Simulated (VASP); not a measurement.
A run of VASP 6.6.1 is set up as follows.

Contents of INCAR:

```
SYSTEM = Ge3Se2
PREC = Accurate ; ENCUT = 520
EDIFF = 1E-6 ; ISMEAR = 0
SIGMA = 0.1 ; LREAL = .FALSE.
LASPH = .TRUE. ; NELM = 80
ALGO = Normal ; ISIF = 2
LWAVE = .FALSE. ; LCHARG = .FALSE.
GGA = PE ; NBANDS = 35
```

Contents of KPOINTS:

```
regular mesh
0
G
  12 12 12
  0 0 0
```

POSCAR

```
Ge3Se2
1.0
    1.9391055809      1.1195431291      8.2665852114
   -1.9391055809      1.1195431291      8.2665852114
    0.0000000000     -2.2390862582      8.2665852114
Ge Se
3 2
Direct
    0.0000000000      0.0000000000      0.0000000000
    0.1947878623      0.1947878623      0.1947878623
    0.8052121377      0.8052121377      0.8052121377
    0.3996203656      0.3996203656      0.3996203656
    0.6003796344      0.6003796344      0.6003796344
```

Potentials or basis: VASP PAW PBE potentials, release 64 (Ge_d, Se).

Launch:

```sh
$ cat potpaw_PBE.64/Ge_d/POTCAR potpaw_PBE.64/Se/POTCAR > POTCAR
$ mpirun -np 1 vasp_std > vasp.out
```

Problem. Estimate the pressure.

Solution. 0.0 GPa.

Problem. Estimate the band gap on the k mesh.

Solution. Zero (bands 27 and 28 overlap by 1.41 eV).
